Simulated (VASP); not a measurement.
# Fe in VASP: single point with PBE

Aim: the single point of Fe with PBE.

Program: VASP 6.6.1. These are calculated values, not measurements. Logs are shortened: lines on timing, memory, paths and dates and some standing lists are left out, and cuts for length are marked.

## 1. The cell of the first run

The cell holds a slab with vacuum, 3 atoms: a = 2.452 Å, b = 2.452 Å, c = 15.038 Å, α = 90.00°, β = 90.00°, γ = 109.47°.

## 2. Single point, PBE, collinear spin, ferromagnetic start

Contents of INCAR:

```
SYSTEM = Fe
PREC = Accurate ; ENCUT = 520
EDIFF = 1E-7 ; ISMEAR = -1
SIGMA = 0.1 ; LREAL = .False.
LASPH = .True. ; NELM = 150
ALGO = Normal ; ISIF = 2
LWAVE = .False. ; LCHARG = .True.
ISPIN = 2 ; MAGMOM = 2.5 2.5 2.5
LORBIT = 11 ; LMAXMIX = 4
LDIPOL = .True. ; IDIPOL = 3
DIPOL = 0.5 0.5 0.500 ; GGA = PE
LELF = .True. ; LVHAR = .True.
LVACPOTAV = .True. ; NBANDS = 23
```

Contents of KPOINTS:

```
regular mesh
0
Gamma
  17 17 1
  0 0 0
```

Contents of POSCAR:

```
Fe
1.0
    2.4520239157      0.0000000000      0.0000000000
   -0.8173413052      2.3117903179      0.0000000000
    0.0000000000      0.0000000000     15.0379000000
Fe
3
Direct
    0.0000000000      0.0000000000      0.3657419521
    0.5000000000      0.5000000000      0.5000000009
    0.0000000000      0.0000000000      0.6342580479
```

Potentials or basis: VASP PAW PBE potentials, release 64 (Fe).

Launch:

```sh
cat potpaw_PBE.64/Fe/POTCAR > POTCAR
mpirun -np 1 vasp_std > vasp.out
```

OUTCAR:

```text
SYSTEM = Fe
   PREC = Accurate
   ENCUT = 520
   EDIFF = 1E-7
   ISMEAR = -1
   LREAL = .False.
   LASPH = .True.
   NELM = 150
   ISIF = 2
   ISPIN = 2
   LORBIT = 11
   GGA = PE

 ion  position               nearest neighbor table
   1  0.000  0.000  0.366-   2 2.47   2 2.47   2 2.84   2 2.84
   2  0.500  0.500  0.500-   3 2.47   3 2.47   1 2.47   1 2.47   3 2.84   3 2.84   1 2.84   1 2.84

   3  0.000  0.000  0.634-   2 2.47   2 2.47   2 2.84   2 2.84

  LATTYP: Found a base centered orthorhombic cell.
 ALAT       =     2.8313533356
 B/A-ratio  =     1.4142135624
 C/A-ratio  =     5.3112057089

  Lattice vectors:

 A1 = (   2.4520239157,   0.0000000000,   0.0000000000)
 A2 = (  -0.8173413052,   2.3117903179,   0.0000000000)
 A3 = (   0.0000000000,   0.0000000000,  15.0379000000)

Analysis of symmetry for initial positions (statically):
=====================================================================
 Subroutine PRICEL returns:
 Original cell was already a primitive cell.

 Routine SETGRP: Setting up the symmetry group for a
 base centered orthorhombic supercell.

 Subroutine GETGRP returns: Found  8 space group operations
 (whereof  8 operations were pure point group operations)
 out of a pool of  8 trial point group operations.

The static configuration has the point symmetry D_2h.

Analysis of symmetry for dynamics (positions and initial velocities):
=====================================================================
 Subroutine PRICEL returns:
 Original cell was already a primitive cell.

 Routine SETGRP: Setting up the symmetry group for a
 base centered orthorhombic supercell.

 Subroutine GETGRP returns: Found  8 space group operations
 (whereof  8 operations were pure point group operations)
 out of a pool of  8 trial point group operations.

The dynamic configuration has the point symmetry D_2h.

Analysis of structural, dynamic, and magnetic symmetry:
=====================================================================
 Subroutine PRICEL returns:
 Original cell was already a primitive cell.

 Routine SETGRP: Setting up the symmetry group for a
 base centered orthorhombic supercell.

 Subroutine GETGRP returns: Found  8 space group operations
 (whereof  8 operations were pure point group operations)
 out of a pool of  8 trial point group operations.

The overall configuration has the point symmetry D_2h.

 Subroutine INISYM returns: Found  8 space group operations
 (whereof  8 operations are pure point group operations),
 and found     1 'primitive' translations

----------------------------------------------------------------------------------------

                                     Primitive cell

  volume of cell :      85.2433

  direct lattice vectors                    reciprocal lattice vectors
     2.452023916  0.000000000  0.000000000     0.407826365  0.144188394  0.000000000
    -0.817341305  2.311790318  0.000000000     0.000000000  0.432565182  0.000000000
     0.000000000  0.000000000 15.037900000     0.000000000  0.000000000  0.066498647

  length of vectors
     2.452023916  2.452023916 15.037900000     0.432565182  0.432565182  0.066498647

  position of ions in fractional coordinates (direct lattice)
     0.000000000  0.000000000  0.365741952
     0.500000000  0.500000000  0.500000001
     0.000000000  0.000000000  0.634258048

  ion indices of the primitive-cell ions
   primitive index   ion index
                 1           1
                 2           2
                 3           3

----------------------------------------------------------------------------------------

 KPOINTS: regular mesh

Automatic generation of k-mesh.
 Grid dimensions read from file:
 generate k-points for:   17   17    1

 Generating k-lattice:

  Cartesian coordinates                     Fractional coordinates (reciprocal lattice)
     0.023989786  0.008481670  0.000000000     0.058823529  0.000000000  0.000000000
     0.000000000  0.025445011  0.000000000     0.000000000  0.058823529  0.000000000
     0.000000000  0.000000000  0.066498647     0.000000000  0.000000000  1.000000000

  Length of vectors
     0.025445011  0.025445011  0.066498647

  Shift w.r.t. Gamma in fractional coordinates (k-lattice)
     0.000000000  0.000000000  0.000000000

 Subroutine IBZKPT returns following result:
 ===========================================

 Found     81 irreducible k-points:

 Following reciprocal coordinates:
            Coordinates               Weight
  0.000000  0.000000  0.000000      1.000000
  0.058824  0.000000  0.000000      4.000000
  0.117647  0.000000  0.000000      4.000000
  0.176471 -0.000000  0.000000      4.000000
  0.235294  0.000000  0.000000      4.000000
  0.294118  0.000000  0.000000      4.000000
[... 16 lines left out ...]
 -0.176471  0.058824  0.000000      4.000000
 -0.117647  0.058824  0.000000      4.000000
 [... further k-points ...]
   k-points           NKPTS =     81   k-points in BZ     NKDIM =     81   number of bands    NBANDS=     23
   number of dos      NEDOS =    301   number of ions     NIONS =      3
   total plane-waves  NPLWV =  36288
   dimension x,y,z NGX =    18 NGY =   18 NGZ =  112
   dimension x,y,z NGXF=    36 NGYF=   36 NGZF=  224
   ions per type =               3
   NGX,Y,Z   is equivalent  to a cutoff of  12.20, 12.20, 12.38 a.u.
   NGXF,Y,Z  is equivalent  to a cutoff of  24.41, 24.41, 24.76 a.u.
 SYSTEM =  Fe
   PREC   = accura    normal or accurate (medium, high low for compatibility)
   ISTART =      0    job   : 0-new  1-cont  2-samecut
   ICHARG =      2    charge: 1-file 2-atom 10-const
   ISPIN  =      2    spin polarized calculation?
   LNONCOLLINEAR =      F non collinear calculations
   LSORBIT =      F    spin-orbit coupling
   LASPH  =      T    aspherical Exc in radial PAW
   ENCUT  =  520.0 eV  38.22 Ry    6.18 a.u.   4.56  4.56 27.96*2*pi/ulx,y,z
   NELM   =    150;   NELMIN=  2; NELMDL= -5     # of ELM steps
   EDIFF  = 0.1E-06   stopping-criterion for ELM
   LREAL  =      F    real-space projection
   EDIFFG = 0.1E-05   stopping-criterion for IOM
   NSW    =      0    number of steps for IOM
   IBRION =     -1    ionic relax: 0-MD 1-quasi-New 2-CG
   NFREE  =      0    steps in history (QN), initial steepest desc. (CG)
   ISIF   =      2    stress and relaxation
   ISYM   =      2    0-nonsym 1-usesym 2-fastsym
   POTIM  = 0.5000    time-step for ionic-motion
   TEBEG  =    0.0;   TEEND  =   0.0 temperature during run
   PSTRESS=    0.0 pullay stress
   NELECT =      24.0000    total number of electrons
   NUPDOWN=      -1.0000    fix difference up-down
   EMIN   =  10.00;   EMAX   =-10.00  energy-range for DOS
   EFERMI =   0.00;   METHOD = LEGACY
   ISMEAR =    -1;   SIGMA  =   0.10  broadening in eV -4-tet -1-fermi 0-gaus
   EFERMI_NEDOS =   21; number of points for ismear=-14 and -15
   IALGO  =     38    algorithm
   IMIX   =      4    mixing-type and parameters
     AMIX     =   0.40;   BMIX     =  1.00
     AMIX_MAG =   1.60;   BMIX_MAG =  1.00
  volume/ion in A,a.u.               =      28.41       191.75
  Fermi-wavevector in a.u.,A,eV,Ry     =   1.072980  2.027639 15.664211  1.151287
  Thomas-Fermi vector in A             =   2.208766
   LORBIT       =     11    0 simple, 1 ext, 2 COOP (PROOUT), +10 PAW based schemes
   GGA     = PE    functional components
   LHFCALC =     F    Hartree Fock is set to
   AEXX    =    0.0000 exact exchange contribution
   IVDW    =     0    specifies the selected vdW correction
   LEPSILON=     F    determine dielectric tensor
   LRPA    =     F    only Hartree local field effects (RPA)
 spin polarized calculation
  energy-cutoff  :      520.00
  volume of cell :       85.24
 maximum number of plane-waves:      2341
   NGX =  9   NGY =  9   NGZ = 55

 number of electron      23.9999977 magnetization       7.7173206

 dipolmoment           0.000000      0.000000     -0.000000 electrons x Angstroem

 Free energy of the ion-electron system (eV)
  ---------------------------------------------------
  ext. energy  EPLUGINS =         0.00000000
  ---------------------------------------------------
  free energy    TOTEN  =       -23.04241249 eV

  energy without entropy =      -22.93434267  energy(sigma->0) =      -22.98837758

 E-fermi :  -0.3344     XC(G=0):  -6.5816

 val. band max:       -0.3353638317   @ k =   0.3529   0.0588   0.0000
 cond. band min:      -0.3301196951   @ k =   0.4706   0.4706   0.0000
 fundamental gap:      0.0052441366
 Fermi energy:        -0.3344017077

 spin component 1

 k-point     1 :       0.0000    0.0000    0.0000
  band No.  band energies     occupation
      1      -8.0936      1.00000
      2      -6.3036      1.00000
      3      -5.3174      1.00000
      4      -3.6180      1.00000
      5      -3.2417      1.00000
      6      -2.9685      1.00000
[... 15 lines left out ...]
     22       6.5591      0.00000
     23       9.9765      0.00000
[... 575 lines left out ...]
      1      -7.7128      1.00000
      2      -5.9531      1.00000
      3      -5.0408      1.00000
      4      -3.4459      1.00000
      5      -3.0911      1.00000
      6      -3.0126      1.00000
[... 15 lines left out ...]
     22       6.8353      0.00000
     23      10.3208      0.00000

 [... further k-points ...]

 spin component 2

 k-point     1 :       0.0000    0.0000    0.0000
  band No.  band energies     occupation
      1      -7.8561      1.00000
      2      -5.8569      1.00000
      3      -4.1613      1.00000
      4      -1.6834      1.00000
      5      -1.1998      0.99983
      6      -0.7869      0.98928
[... 15 lines left out ...]
     22       7.0314      0.00000
     23      10.2645      0.00000
[... 575 lines left out ...]
      1      -7.4730      1.00000
      2      -5.4971      1.00000
      3      -3.8291      1.00000
      4      -1.5029      0.99999
      5      -1.0337      0.99908
      6      -0.8134      0.99176
[... 15 lines left out ...]
     22       7.3054      0.00000
     23      10.6110      0.00000

 [... further k-points ...]

------------------------ aborting loop because EDIFF is reached ----------------------------------------

  FORCE on cell =-STRESS in cart. coord.  units (eV):
  Direction    XX          YY          ZZ          XY          YZ          ZX
  --------------------------------------------------------------------------------------
  -------------------------------------------------------------------------------------
  Total       -0.7737713     -0.9843464     -0.0431169     -0.2977981      0.0000000      0.0000000
  in kB      -14.5432972    -18.5011272     -0.8103963     -5.5972169      0.0000000      0.0000000
  external PRESSURE =     -11.2849403 kB  Pullay stress =       0.0000000 kB

 VOLUME and BASIS-vectors are now :
 -----------------------------------------------------------------------------
  energy-cutoff  :      520.00
  volume of cell :       85.24
      direct lattice vectors                 reciprocal lattice vectors
     2.452023916  0.000000000  0.000000000     0.407826365  0.144188394  0.000000000
    -0.817341305  2.311790318  0.000000000     0.000000000  0.432565182  0.000000000
     0.000000000  0.000000000 15.037900000     0.000000000  0.000000000  0.066498647

 POSITION                                       TOTAL-FORCE (eV/Angst)
 -----------------------------------------------------------------------------------
      0.00000      0.00000      5.49999        -0.000000      0.000000      0.009196
      0.81734      1.15590      7.51895        -0.000000      0.000000      0.000000
      0.00000      0.00000      9.53791         0.000000      0.000000     -0.009196
 -----------------------------------------------------------------------------------
    total drift:                                0.000000      0.000000     -0.000007

  FREE ENERGIE OF THE ION-ELECTRON SYSTEM (eV)
  ---------------------------------------------------
  free  energy   TOTEN  =       -23.0424124939 eV

  energy  without entropy=      -22.9343426661  energy(sigma->0) =      -22.98837758

 vacuum level on the upper side and lower side of the slab         4.464         4.464

 total charge

# of ion       s       p       d       tot
------------------------------------------
    1        0.475   0.396   6.212   7.083
    2        0.479   0.521   6.255   7.256
    3        0.475   0.396   6.212   7.083
--------------------------------------------------
tot          1.430   1.313  18.679  21.422

 magnetization (x)

# of ion       s       p       d       tot
------------------------------------------
    1       -0.003  -0.018   2.627   2.605
    2       -0.017  -0.054   2.478   2.407
    3       -0.003  -0.018   2.627   2.605
--------------------------------------------------
tot         -0.024  -0.090   7.731   7.618
```

Wall time 11 min (1 thread of Oxide Virtual Turin-like, shared host); peak memory 0.32 GiB.

What came out:

```yaml
Free_energy: -23.0424 eV
Largest_force: 0.009 eV/Å
Net_moment: 7.72 μB per cell
Site_moments: Fe +2.60, +2.41 μB
Valence_electrons_inside_the_program's_atomic_spheres: Fe 7.08, 7.26
```

Forces in eV/Å, atoms in the order of the input:
```
Fe   0.000  0.000  0.009
Fe   0.000  0.000  0.000
Fe   0.000  0.000 -0.009
```

Levels at points of the mesh, in eV from the Fermi level:
Spin up:
```csv
k point,band 13,band 14,band 15,band 16,band 17,band 18
"(0.00, 0.00, 0.00)",-1.21,-1.14,-1.09,-1.01,-0.97,-0.22
```
Spin down:
| k point | band 5 | band 6 | band 7 | band 8 | band 9 | band 10 | band 11 | band 12 | band 13 | band 14 |
| --- | --- | --- | --- | --- | --- | --- | --- | --- | --- | --- |
| (0.00, 0.00, 0.00) | -0.87 | -0.45 | -0.45 | -0.28 | -0.12 | 0.33 | 0.54 | 1.40 | 1.53 | 1.57 |
